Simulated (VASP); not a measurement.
# PbS (R3m) in VASP: a series of runs, part 2 of 2

VASP 6.6.1. Earlier steps stand in the parts before.

## (3) Single point, r2SCAN (all S atoms moved +0.062 Å, as atom 2 along Cartesian [1 1 1])

POSCAR

```
PbS
1.0
    0.0000000000      2.9650000000      2.9650000000
    2.9650000000      0.0000000000      2.9650000000
    2.9650000000      2.9650000000      0.0000000000
Pb S
1 1
Direct
    0.0000000000      0.0000000000      0.0000000000
    0.5060850576      0.5060850576      0.5060850576
```

INCAR.step1

```
PREC     = Accurate       # precision mode
ENCUT    = 550            # plane-wave cutoff, eV
ISMEAR   = 0              # smearing method
SIGMA    = 0.05           # smearing width, eV
LREAL    = False          # projectors in reciprocal space
LASPH    = True           # aspherical terms in the spheres
NELM     = 120            # most SCF steps
NBANDS   = 17             # bands
GGA      = PE             # functional
ALGO     = Normal         # electronic algorithm
EDIFF    = 1E-5           # SCF threshold, eV
LWAVE    = True           # write WAVECAR
LCHARG   = False          # write CHGCAR
GGA_COMPAT= False
```

INCAR.step2

```
PREC     = Accurate       # precision mode
ENCUT    = 550            # plane-wave cutoff, eV
EDIFF    = 1E-6           # SCF threshold, eV
ISMEAR   = 0              # smearing method
SIGMA    = 0.05           # smearing width, eV
LREAL    = False          # projectors in reciprocal space
LASPH    = True           # aspherical terms in the spheres
NELM     = 120            # most SCF steps
ALGO     = Normal         # electronic algorithm
ISIF     = 2              # what is computed and relaxed
LWAVE    = False          # write WAVECAR
LCHARG   = True           # write CHGCAR
METAGGA  = R2SCAN         # meta-GGA
LMIXTAU  = True         
LELF     = True           # ELF
LVHAR    = True         
NBANDS   = 17             # bands
ISTART   = 1            
GGA_COMPAT= False
```

KPOINTS

```
regular mesh
0
Gamma
  8 8 8
```

Potentials or basis: VASP PAW PBE potentials, release 64 (Pb_d, S).

Started as:

```console
> cat potpaw_PBE.64/Pb_d/POTCAR potpaw_PBE.64/S/POTCAR > POTCAR
> cp INCAR.step1 INCAR
> mpirun -np 1 vasp_std > vasp.out
> cp INCAR.step2 INCAR
> mpirun -np 1 vasp_std > vasp.out
```

OUTCAR:

```text
PREC = Accurate
   ENCUT = 550
   EDIFF = 1E-6
   ISMEAR = 0
   LREAL = False
   LASPH = True
   NELM = 120
   ISIF = 2
   METAGGA = R2SCAN
   ISTART = 1

 ion  position               nearest neighbor table
   1  0.000  0.000  0.000-   2 2.93   2 2.93   2 2.93   2 3.00   2 3.00   2 3.00
   2  0.506  0.506  0.506-   1 2.93   1 2.93   1 2.93   1 3.00   1 3.00   1 3.00

  LATTYP: Found a face centered cubic cell.
 ALAT       =     5.9300000000

  Lattice vectors:

 A1 = (   0.0000000000,   2.9650000000,   2.9650000000)
 A2 = (   2.9650000000,   0.0000000000,   2.9650000000)
 A3 = (   2.9650000000,   2.9650000000,   0.0000000000)

Analysis of symmetry for initial positions (statically):
=====================================================================
 Subroutine PRICEL returns:
 Original cell was already a primitive cell.

 Routine SETGRP: Setting up the symmetry group for a
 face centered cubic supercell.

 Subroutine GETGRP returns: Found  6 space group operations
 (whereof  6 operations were pure point group operations)
 out of a pool of 48 trial point group operations.

The static configuration has the point symmetry C_3v.

[... 159 lines left out ...]

 E-fermi :   5.9311     XC(G=0): -10.2583

 val. band max:        5.7155066922   @ k =   0.5000   0.0000   0.0000
 cond. band min:       6.3493303245   @ k =   0.5000   0.0000   0.0000
 fundamental gap:      0.6338236322
 Fermi energy:         5.9310656587

 k-point     1 :       0.0000    0.0000    0.0000
  band No.  band energies     occupation
      1     -11.7385      2.00000
      2     -11.7380      2.00000
      3     -11.7380      2.00000
      4     -11.7230      2.00000
      5     -11.7230      2.00000
      6      -8.5158      2.00000
[... 457 lines left out ...]
      4     -11.7130      2.00000
      5     -11.7032      2.00000
      6      -7.7326      2.00000
[... 9 lines left out ...]
     16      15.8421      0.00000
     17      17.1332      0.00000

 [... further k-points ...]

------------------------ aborting loop because EDIFF is reached ----------------------------------------

  FORCE on cell =-STRESS in cart. coord.  units (eV):
  Direction    XX          YY          ZZ          XY          YZ          ZX
  --------------------------------------------------------------------------------------
  -------------------------------------------------------------------------------------
  Total        0.4585682      0.4585682      0.4585682      0.0054034      0.0054034      0.0054034
  in kB       14.0932262     14.0932262     14.0932262      0.1660643      0.1660643      0.1660643
  external PRESSURE =      14.0932262 kB  Pullay stress =       0.0000000 kB

 VOLUME and BASIS-vectors are now :
 -----------------------------------------------------------------------------
  energy-cutoff  :      550.00
  volume of cell :       52.13
      direct lattice vectors                 reciprocal lattice vectors
     0.000000000  2.965000000  2.965000000    -0.168634064  0.168634064  0.168634064
     2.965000000  0.000000000  2.965000000     0.168634064 -0.168634064  0.168634064
     2.965000000  2.965000000  0.000000000     0.168634064  0.168634064 -0.168634064

 POSITION                                       TOTAL-FORCE (eV/Angst)
 -----------------------------------------------------------------------------------
      0.00000      0.00000      0.00000         0.016579      0.016579      0.016579
      3.00108      3.00108      3.00108        -0.016579     -0.016579     -0.016579
 -----------------------------------------------------------------------------------
    total drift:                               -0.000073     -0.000073     -0.000073

  FREE ENERGIE OF THE ION-ELECTRON SYSTEM (eV)
  ---------------------------------------------------
  free  energy   TOTEN  =       -65.6060775645 eV

  energy  without entropy=      -65.6060775645  energy(sigma->0) =      -65.60607756
```

OUTCAR.step1:

```text
PREC = Accurate
   ENCUT = 550
   ISMEAR = 0
   LREAL = False
   LASPH = True
[... 701 lines left out ...]
      0.00000      0.00000      0.00000         0.020472      0.020472      0.020472
      3.00108      3.00108      3.00108        -0.020472     -0.020472     -0.020472
 -----------------------------------------------------------------------------------
    total drift:                               -0.000035     -0.000035     -0.000035

  FREE ENERGIE OF THE ION-ELECTRON SYSTEM (eV)
  ---------------------------------------------------
  free  energy   TOTEN  =        -8.7544093737 eV

  energy  without entropy=       -8.7544093736  energy(sigma->0) =       -8.75440937
```

It took 59 s on 1 thread of Intel Xeon 6975P-C (Granite Rapids), shared host; peak memory 0.22 GiB.

What came out:

- Free energy: -65.6061 eV
- Pressure: 1.4 GPa
- Largest force: 0.029 eV/Å
- Band gap on the k mesh: 0.63 eV, direct

Forces on the atoms (eV/Å):
```
Pb   0.017  0.017  0.017
S   -0.017 -0.017 -0.017
```

Caveat: the cell differs from its parent crystal (all S atoms moved +0.062 Å, as atom 2 along Cartesian [1 1 1]); the PAW data sets were made with another functional, which shifts forces and pressure a little; spin-orbit coupling is left out, which moves the levels of the heavy elements. A k mesh can miss the band edges.
